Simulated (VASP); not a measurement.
Mo:

```
Mo
1.0
     2.89846    0.00000    0.00000
    -1.44923    2.51014    0.00000
     0.00000    0.00000    9.34812
Mo
4
Cartesian
  0.0000 0.0000 0.0000
  0.0000 0.0000 4.6741
  0.0000 1.6734 7.0111
  1.4492 0.8367 2.3370
```

* Program: VASP 6.6.1
* Task: relaxation of cell and atoms
* Functional: PBE
* Potentials or basis: VASP PAW PBE potentials, release 64 (Mo_sv)
* Cutoff: 600 eV
* k mesh: 6 × 6 × 2
* Occupations: gaussian, width 0.1 eV
* Spin: no spin polarisation

At the start: pressure -13.3 GPa; volume 17.00 Å³/atom.

Question: Where does the relaxation end?

Answer: Over 4 steps the energy falls by 45.3 meV/atom and the volume is 15.98 Å³/atom (-6.0 %); space group P6_3/mmc (No. 194, to 0.05 Å).

The path:
```
step  energy change (eV)  largest force (eV/Å)  pressure (GPa)  volume (Å³)
   1              0.0000                0.0000          -13.26        68.01
   2              0.9980                0.0000           48.73        55.08
   3             -0.1806                0.0000           -0.85        64.10
   4             -0.1811                0.0000           -0.12        63.91
```

Final structure:
```cif
data_structure
_symmetry_space_group_name_H-M 'P 1'
_symmetry_Int_Tables_number 1
_cell_length_a 2.8401
_cell_length_b 2.8401
_cell_length_c 9.1489
_cell_angle_alpha 90.000
_cell_angle_beta 90.000
_cell_angle_gamma 120.000
_cell_volume 63.91
loop_
_atom_site_label
_atom_site_type_symbol
_atom_site_fract_x
_atom_site_fract_y
_atom_site_fract_z
_atom_site_occupancy
Mo1 Mo 0.00000 0.00000 0.00000 1
Mo2 Mo 0.00000 0.00000 0.50000 1
Mo3 Mo 0.33333 0.66667 0.75000 1
Mo4 Mo 0.66667 0.33333 0.25000 1
```

Caveat: the k points lie up to 0.43 Å⁻¹ apart in the final cell.
